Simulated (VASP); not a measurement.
SnO: single point with PBEsol

SnO:

```xyz
4
Lattice="3.8020 0.0000 0.0000 0.0000 3.8020 0.0000 0.0000 0.0000 4.8360" Properties=species:S:1:pos:R:3 pbc="T T T"
Sn    0.0000    1.9010    1.1534
Sn    1.9010    0.0000    3.6826
O     0.0000    0.0000    0.0000
O     1.9010    1.9010    0.0000
```

```
Program                : VASP 6.6.1
Task                   : single point
Functional             : PBEsol
Potentials or basis    : VASP PAW PBE potentials, release 64 (Sn_d, O)
Cutoff                 : 520 eV
k mesh                 : 14 × 14 × 12
Occupations            : gaussian, width 0.15 eV
Spin                   : no spin polarisation
Dipole correction      : no
Further INCAR settings : ALGO = Normal; EDIFF = 1e-07; NBANDS = 28
```

The pressure is 0.2 GPa. The largest force is 0.146 eV/Å and the band gap on the k mesh is zero (filled and empty bands overlap).

Forces in eV/Å, atoms in the order of the input:
```
Sn   0.000  0.000  0.146
Sn   0.000  0.000 -0.146
O    0.000  0.000  0.000
O    0.000  0.000  0.000
```

Stress tensor (GPa, compression positive):
```
 0.33  0.00  0.00
 0.00  0.33  0.00
 0.00  0.00 -0.09
```

Levels at points of the mesh, in eV from the Fermi level:
| k point | band 16 | band 17 | band 18 | band 19 | band 20 | band 21 | band 22 | band 23 | band 24 | band 25 |
| --- | --- | --- | --- | --- | --- | --- | --- | --- | --- | --- |
| (0.00, 0.00, 0.00) | -6.45 | -3.61 | -3.30 | -3.30 | -0.11 | 1.94 | 4.18 | 4.55 | 4.55 | 5.55 |
| (0.50, 0.00, 0.00) | -5.18 | -5.00 | -5.00 | -2.85 | -2.85 | 3.04 | 3.04 | 5.78 | 5.78 | 5.84 |
| (0.50, 0.50, 0.00) | -5.30 | -2.63 | -2.63 | -2.00 | -2.00 | -0.10 | -0.10 | 4.25 | 4.25 | 7.10 |
| (0.00, 0.00, 0.50) | -3.68 | -3.32 | -3.32 | -3.24 | -2.35 | 1.48 | 2.79 | 2.79 | 3.53 | 7.71 |
| (0.50, 0.00, 0.50) | -5.65 | -4.97 | -4.97 | -1.86 | -1.86 | 2.43 | 2.43 | 5.28 | 5.28 | 6.53 |
| (0.50, 0.50, 0.50) | -5.77 | -2.82 | -2.82 | -2.63 | -2.63 | 2.20 | 2.20 | 3.87 | 3.87 | 5.44 |

Run time: 11 min on 1 thread of AMD EPYC 7R13, on a shared host, peak memory 0.45 GiB.

Caveat: the PAW data sets were made with another functional, which shifts forces and pressure a little; spin-orbit coupling is left out, which moves the levels of the heavy elements.
